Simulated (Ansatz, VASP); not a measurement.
## KTaO3 in VASP and in Ansatz

```
CELL_PARAMETERS angstrom
3.83689 0.00000 0.00000
0.00000 4.21281 0.00000
0.00000 0.00000 4.02485
ATOMIC_POSITIONS crystal
K 0.50000 0.50000 0.50000
Ta 0.00000 0.00000 0.00000
O 0.50000 0.00000 0.00000
O 0.00000 0.50000 0.00000
O 0.00000 0.00000 0.50000
```

Change from the starting cell: normal strain along x -0.0467, normal strain along y +0.0467.

Alike in both runs: task single point; functional PBE; k mesh 8 × 8 × 8; occupations gaussian, width 0.05 eV; no spin polarisation.

|  | VASP | Ansatz |
| --- | --- | --- |
| version | VASP 6.6.1 | Ansatz 0.2.0 |
| potentials or method | VASP PAW PBE potentials, release 64 (K_sv, Ta_pv, O), cutoff 520 eV | scalar-relativistic, plane waves, PAW |
| valence electrons in the cell | 38 | 40 |

|  | VASP | Ansatz | Ansatz less VASP |
| --- | --- | --- | --- |
| gap on the k mesh at the Fermi level (eV) | 1.97 | 2.01 | +0.043 |
| least direct gap on the mesh (eV) | 2.51 | 2.55 | +0.039 |
| pressure (GPa) | 3.4 | 2.7 | -0.64 |
| traceless stress, the component that is largest in VASP (GPa) | 17.91 | 17.60 | -0.305 |

The functional is the same, so the differences come from potentials, cutoffs and numerics. VASP's potentials hold 38 valence electrons a cell and Ansatz's 40, so a difference there can come from the potentials and not from the codes.

Neither program's run includes spin-orbit coupling.
